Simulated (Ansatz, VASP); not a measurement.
# Ni3Ge: VASP beside Ansatz

```
Ni Ge
1.0
     3.48870    0.00000    0.00000
     0.00000    3.48870    0.00000
     0.00000    0.00000    3.48870
Ni Ge
3 1
Direct
  0.50000 0.00000 0.50000
  0.00000 0.50000 0.50000
  0.50000 0.50000 0.00000
  0.00000 0.00000 0.00000
```

Alike in both runs: task single point; functional LDA; k mesh 12 × 12 × 12; occupations gaussian, width 0.15 eV; no spin polarisation.

|  | VASP | Ansatz |
| --- | --- | --- |
| version | VASP 6.6.1 | Ansatz 0.2.0 |
| potentials or method | VASP PAW LDA potentials, release 64 (Ni, Ge_d), cutoff 520 eV | scalar-relativistic, plane waves, PAW |
| valence electrons in the cell | 44 | 68 |

VASP gave:

```
gap on the k mesh at the Fermi level (eV) : none
pressure (GPa)                            : 0.6
```

Task: Estimate Ansatz's values.

Result: gap on the k mesh at the Fermi level (eV): none; pressure (GPa): 0.0.

LDA's correlation is that of Perdew and Zunger in VASP and of Perdew and Wang (1992) in Ansatz. A gap of «none» marks a metal or a gap that the smearing closes. VASP's potentials hold 44 valence electrons a cell and Ansatz's 68, so a difference there can come from the potentials and not from the codes.
